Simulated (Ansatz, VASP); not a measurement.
**Rh: VASP beside Ansatz**

Contents of INCAR:

```
ALGO = Fast
EDIFF = 1E-6
ENCUT = 520
GGA = PE
ISIF = 2
ISMEAR = 0
LASPH = True
LCHARG = False
LREAL = False
LWAVE = False
NBANDS = 22
NELM = 60
PREC = Accurate
SIGMA = 0.15
```

KPOINTS

```
k-points
0
Gamma
  21 21 12
```

POSCAR

```
Rh
1.0
    2.5900138518      0.0000000000      0.0000000000
   -1.2950069259      2.2430177918      0.0000000000
    0.0000000000      0.0000000000      4.5625684014
Rh
2
Direct
    0.6666666667      0.3333333333      0.7500000000
    0.3333333333      0.6666666667      0.2500000000
```

Input for Ansatz:

```yaml
crystal:
  lattice:
    - [2.5900138518, 0.0, 0.0]
    - [-1.2950069259, 2.2430177918, 0.0]
    - [0.0, 0.0, 4.5625684014]
  atoms:
    - { symbol: Rh, position: [0.6666666667, 0.3333333333, 0.75] }
    - { symbol: Rh, position: [0.3333333333, 0.6666666667, 0.25] }
basis:
  ecutwfc: 420
kpoints:
  mp_grid: { grid: [21, 21, 12] }
hamiltonian:
  xc: pbe
  pseudopotentials: { kind: paw, azcp: { folder: soft_1 } }
scf:
  occupations: { method: gaussian, width: 0.15 }
output:
  forces: true
  stress: true
  eigenvalues: true
```

Alike in both runs: task single point; functional PBE; k mesh 21 × 21 × 12; occupations gaussian, width 0.15 eV; no spin polarisation.

|  | VASP | Ansatz |
| --- | --- | --- |
| version | VASP 6.6.1 | Ansatz 0.2.0 |
| potentials or method | VASP PAW PBE potentials, release 64 (Rh_pv), cutoff 520 eV | scalar-relativistic, plane waves, PAW |
| valence electrons in the cell | 30 | 34 |

|  | VASP | Ansatz | Ansatz less VASP |
| --- | --- | --- | --- |
| gap on the k mesh at the Fermi level (eV) | none | none | - |
| pressure (GPa) | 20.8 | 20.8 | +0.03 |
| traceless stress, the component that is largest in VASP (GPa) | -19.84 | -19.85 | -0.006 |

A gap of «none» marks a metal or a gap that the smearing closes. With one functional, cell and mesh, what is left measures potentials, basis and numerics. VASP's potentials hold 30 valence electrons a cell and Ansatz's 34, so a difference there can come from the potentials and not from the codes.
